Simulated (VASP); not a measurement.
# BN (Qingsongite) (F-43m) in VASP: single point with PBE

Aim: the single point of BN (Qingsongite) with PBE.

All numbers are computed with VASP 6.6.1; they aren't measurements. Logs are shortened: lines on timing, memory, paths and dates and some standing lists are left out, and cuts for length are marked.

**1. The cell of the first run**

The structure is cubic, space group F-43m (No. 216). The conventional cell has a = 3.615 Å, b = 3.615 Å, c = 3.615 Å, α = 90.00°, β = 90.00°, γ = 90.00°. B (site symmetry -43m) has 4 N at 1.57 Å within 2.1 Å. N (site symmetry -43m) has 4 B at 1.57 Å within 2.1 Å.

**2. Single point, PBE**

The input, INCAR:

```
SYSTEM = BN
ALGO = Normal
EDIFF = 1E-6
ENCUT = 600
GGA = PE
GGA_COMPAT = .FALSE.
ISIF = 2
ISMEAR = 0
LASPH = .TRUE.
LCHARG = .FALSE.
LREAL = .FALSE.
LWAVE = .FALSE.
NBANDS = 11
NELM = 120
PREC = Accurate
SIGMA = 0.01
```

The input, KPOINTS:

```
k-points
0
G
  3 3 3
  0 0 0
```

The input, POSCAR:

```
BN
1.0
    0.0000000000      1.8075000000      1.8075000000
    1.8075000000      0.0000000000      1.8075000000
    1.8075000000      1.8075000000      0.0000000000
B N
1 1
Direct
    0.0000000000      0.0000000000      0.0000000000
    0.2500000000      0.2500000000      0.2500000000
```

Potentials or basis: VASP PAW PBE potentials, release 64 (B, N).

The run is started by

```
$ cat potpaw_PBE.64/B/POTCAR potpaw_PBE.64/N/POTCAR > POTCAR
$ mpirun -np 1 vasp_std > vasp.out
```

OUTCAR:

```text
SYSTEM = BN
   EDIFF = 1E-6
   ENCUT = 600
   GGA = PE
   ISIF = 2
   ISMEAR = 0
   LASPH = .TRUE.
   LREAL = .FALSE.
   NELM = 120
   PREC = Accurate

 ion  position               nearest neighbor table
   1  0.000  0.000  0.000-   2 1.57   2 1.57   2 1.57   2 1.57
   2  0.250  0.250  0.250-   1 1.57   1 1.57   1 1.57   1 1.57

  LATTYP: Found a face centered cubic cell.
 ALAT       =     3.6150000000

  Lattice vectors:

 A1 = (   0.0000000000,   1.8075000000,   1.8075000000)
 A2 = (   1.8075000000,   0.0000000000,   1.8075000000)
 A3 = (   1.8075000000,   1.8075000000,   0.0000000000)

Analysis of symmetry for initial positions (statically):
=====================================================================
 Subroutine PRICEL returns:
 Original cell was already a primitive cell.

 Routine SETGRP: Setting up the symmetry group for a
 face centered cubic supercell.

 Subroutine GETGRP returns: Found 24 space group operations
 (whereof 24 operations were pure point group operations)
 out of a pool of 48 trial point group operations.

The static configuration has the point symmetry T_d .

Analysis of symmetry for dynamics (positions and initial velocities):
=====================================================================
 Subroutine PRICEL returns:
 Original cell was already a primitive cell.

 Routine SETGRP: Setting up the symmetry group for a
 face centered cubic supercell.

 Subroutine GETGRP returns: Found 24 space group operations
 (whereof 24 operations were pure point group operations)
 out of a pool of 48 trial point group operations.

The dynamic configuration has the point symmetry T_d .

 Subroutine INISYM returns: Found 24 space group operations
 (whereof 24 operations are pure point group operations),
 and found     1 'primitive' translations

----------------------------------------------------------------------------------------

                                     Primitive cell

  volume of cell :      11.8104

  direct lattice vectors                    reciprocal lattice vectors
     0.000000000  1.807500000  1.807500000    -0.276625173  0.276625173  0.276625173
     1.807500000  0.000000000  1.807500000     0.276625173 -0.276625173  0.276625173
     1.807500000  1.807500000  0.000000000     0.276625173  0.276625173 -0.276625173

  length of vectors
     2.556191014  2.556191014  2.556191014     0.479128854  0.479128854  0.479128854

  position of ions in fractional coordinates (direct lattice)
     0.000000000  0.000000000  0.000000000
[... 64 lines left out ...]
   ISYM   =      2    0-nonsym 1-usesym 2-fastsym
   POTIM  = 0.5000    time-step for ionic-motion
   TEBEG  =    0.0;   TEEND  =   0.0 temperature during run
   PSTRESS=    0.0 pullay stress
   NELECT =       8.0000    total number of electrons
   NUPDOWN=      -1.0000    fix difference up-down
   EMIN   =  10.00;   EMAX   =-10.00  energy-range for DOS
   EFERMI =   0.00;   METHOD = LEGACY
   ISMEAR =     0;   SIGMA  =   0.01  broadening in eV -4-tet -1-fermi 0-gaus
   EFERMI_NEDOS =   21; number of points for ismear=-14 and -15
   IALGO  =     38    algorithm
   IMIX   =      4    mixing-type and parameters
     AMIX     =   0.40;   BMIX     =  1.00
     AMIX_MAG =   1.60;   BMIX_MAG =  1.00
  volume/ion in A,a.u.               =       5.91        39.85
  Fermi-wavevector in a.u.,A,eV,Ry     =   1.437749  2.716952 28.124920  2.067123
  Thomas-Fermi vector in A             =   2.556793
   LORBIT       =      0    0 simple, 1 ext, 2 COOP (PROOUT), +10 PAW based schemes
   GGA     = PE    functional components
   LHFCALC =     F    Hartree Fock is set to
   AEXX    =    0.0000 exact exchange contribution
   IVDW    =     0    specifies the selected vdW correction
   LEPSILON=     F    determine dielectric tensor
   LRPA    =     F    only Hartree local field effects (RPA)
 non-spin polarized calculation
 Gauss-broadening in eV      SIGMA  =   0.01
  energy-cutoff  :      600.00
  volume of cell :       11.81
 maximum number of plane-waves:       411
   NGX = 11   NGY = 11   NGZ = 11

 number of electron       7.9999999 magnetization

 Free energy of the ion-electron system (eV)
  ---------------------------------------------------
  ext. energy  EPLUGINS =         0.00000000
  ---------------------------------------------------
  free energy    TOTEN  =       -17.08056617 eV

  energy without entropy =      -17.08056617  energy(sigma->0) =      -17.08056617

 E-fermi :   7.6289     XC(G=0): -12.7872

 val. band max:        7.5332263134   @ k =   0.0000   0.0000   0.0000
 cond. band min:      13.1402951565   @ k =   0.3333   0.3333   0.0000
 fundamental gap:      5.6070688432
 Fermi energy:         7.6288723875

 k-point     1 :       0.0000    0.0000    0.0000
  band No.  band energies     occupation
      1     -12.7512      2.00000
      2       7.5332      2.00000
      3       7.5332      2.00000
      4       7.5332      2.00000
      5      16.2500      0.00000
      6      16.2500      0.00000
      7      16.2500      0.00000
      8      17.8550      0.00000
      9      32.1839      0.00000
     10      35.1926      0.00000
     11      35.1926      0.00000
[... 29 lines left out ...]
 k-point     4 :      -0.3333    0.3333    0.0000
  band No.  band energies     occupation
      1      -7.3744      2.00000
      2      -0.9322      2.00000
      3       0.1053      2.00000
      4       4.0114      2.00000
      5      15.2943      0.00000
      6      21.9116      0.00000
      7      22.0541      0.00000
      8      23.5289      0.00000
      9      25.6402      0.00000
     10      32.4661      0.00000
     11      34.2526      0.00000

------------------------ aborting loop because EDIFF is reached ----------------------------------------

  FORCE on cell =-STRESS in cart. coord.  units (eV):
  Direction    XX          YY          ZZ          XY          YZ          ZX
  --------------------------------------------------------------------------------------
  -------------------------------------------------------------------------------------
  Total        0.4737508      0.4737508      0.4737508      0.0000000      0.0000000      0.0000000
  in kB       64.2681178     64.2681178     64.2681178      0.0000000      0.0000000      0.0000000
  external PRESSURE =      64.2681178 kB  Pullay stress =       0.0000000 kB

 VOLUME and BASIS-vectors are now :
 -----------------------------------------------------------------------------
  energy-cutoff  :      600.00
  volume of cell :       11.81
      direct lattice vectors                 reciprocal lattice vectors
     0.000000000  1.807500000  1.807500000    -0.276625173  0.276625173  0.276625173
     1.807500000  0.000000000  1.807500000     0.276625173 -0.276625173  0.276625173
     1.807500000  1.807500000  0.000000000     0.276625173  0.276625173 -0.276625173

 POSITION                                       TOTAL-FORCE (eV/Angst)
 -----------------------------------------------------------------------------------
      0.00000      0.00000      0.00000        -0.000000      0.000000     -0.000000
      0.90375      0.90375      0.90375         0.000000     -0.000000      0.000000
 -----------------------------------------------------------------------------------
    total drift:                                0.000000      0.000000      0.000000

  FREE ENERGIE OF THE ION-ELECTRON SYSTEM (eV)
  ---------------------------------------------------
  free  energy   TOTEN  =       -17.0805661706 eV

  energy  without entropy=      -17.0805661706  energy(sigma->0) =      -17.08056617
```

stdout:

```text
POSCAR found type information on POSCAR B N
 POSCAR found :  2 types and       2 ions
 scaLAPACK will be used
 LDA part: xc-table for (Slater+PW92), standard interpolation
 POSCAR, INCAR and KPOINTS ok, starting setup
 FFT: planning ... GRIDC
 FFT: planning ... GRID_SOFT
 FFT: planning ... GRID
 WAVECAR not read
 entering main loop
```

Run time: 4.4 s. Hardware: 1 thread of Intel Xeon 8259CL, shared host; peak memory 0.11 GiB.

What came out:

| Property | Result |
| --- | --- |
| Free energy | -17.0806 eV |
| Pressure | 6.4 GPa |
| Band gap on the k mesh | 5.61 eV, indirect (least direct gap 8.72 eV) |

Levels at points of the mesh, in eV from the valence-band top:
```tsv
k point	band 2	band 3	band 4	band 5	band 6	band 7
(0.00, 0.00, 0.00)	0.00	0.00	0.00	8.72	8.72	8.72
```

Caveat: the k points lie up to 1.00 Å⁻¹ apart. PBE gaps usually lie below the measured ones, often by a third to a half.
